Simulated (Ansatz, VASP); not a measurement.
## Two plane-wave programs on TaN

File INCAR:

```
SYSTEM = TaN
ALGO     = Normal         ! electronic algorithm
EDIFF    = 1E-6           ! SCF threshold, eV
ENCUT    = 520            ! plane-wave cutoff, eV
GGA      = PE             ! functional
ISIF     = 2              ! what is computed and relaxed
ISMEAR   = 0              ! smearing method
LASPH    = .True.         ! aspherical terms in the spheres
LCHARG   = .True.         ! write CHGCAR
LELF     = .True.         ! ELF
LREAL    = .False.        ! projectors in reciprocal space
LVHAR    = .True.       
LWAVE    = .False.        ! write WAVECAR
NBANDS   = 15             ! bands
NELM     = 100            ! most SCF steps
PREC     = Accurate       ! precision mode
SIGMA    = 0.15           ! smearing width, eV
```

The input KPOINTS:

```
k-points
0
Gamma
  18 18 18
  0 0 0
```

POSCAR

```
TaN
1.0
    0.0000000000      2.1245250000      2.1245250000
    2.1245250000      0.0000000000      2.1245250000
    2.1245250000      2.1245250000      0.0000000000
Ta N
1 1
Direct
    0.5000000000      0.5000000000      0.5000000000
    0.0000000000      0.0000000000      0.0000000000
```

Input for Ansatz:

```yaml
crystal:
  lattice:
    - [0.0, 2.124525, 2.124525]
    - [2.124525, 0.0, 2.124525]
    - [2.124525, 2.124525, 0.0]
  atoms:
    - { symbol: Ta, position: [0.5, 0.5, 0.5] }
    - { symbol: "N", position: [0.0, 0.0, 0.0] }
basis:
  ecutwfc: 420
kpoints:
  mp_grid: { grid: [18, 18, 18] }
hamiltonian:
  xc: pbe
scf:
  occupations: { method: gaussian, width: 0.15 }
output:
  forces: true
  stress: true
  eigenvalues: true
```

Change from the starting cell: strain -0.025 along x and y, -0.025 along z, atoms carried along.

Alike in both runs: task single point; functional PBE; k mesh 18 × 18 × 18; occupations gaussian, width 0.15 eV; no spin polarisation.

```csv
,VASP,Ansatz
version,VASP 6.6.1,Ansatz 0.2.0
potentials or method,"VASP PAW PBE potentials, release 64 (Ta_pv, N), cutoff 520 eV","scalar-relativistic, plane waves, PAW"
valence electrons in the cell,16,18
```

|  | VASP | Ansatz | Ansatz less VASP |
| --- | --- | --- | --- |
| gap on the k mesh at the Fermi level (eV) | none | none | - |
| pressure (GPa) | 51.0 | 49.6 | -1.44 |

A gap of «none» marks a metal or a gap that the smearing closes. Both programs put the cell under a high pressure, so it lies far from rest at this level. VASP's potentials hold 16 valence electrons a cell and Ansatz's 18, so a difference there can come from the potentials and not from the codes.

Spin-orbit coupling is off throughout.
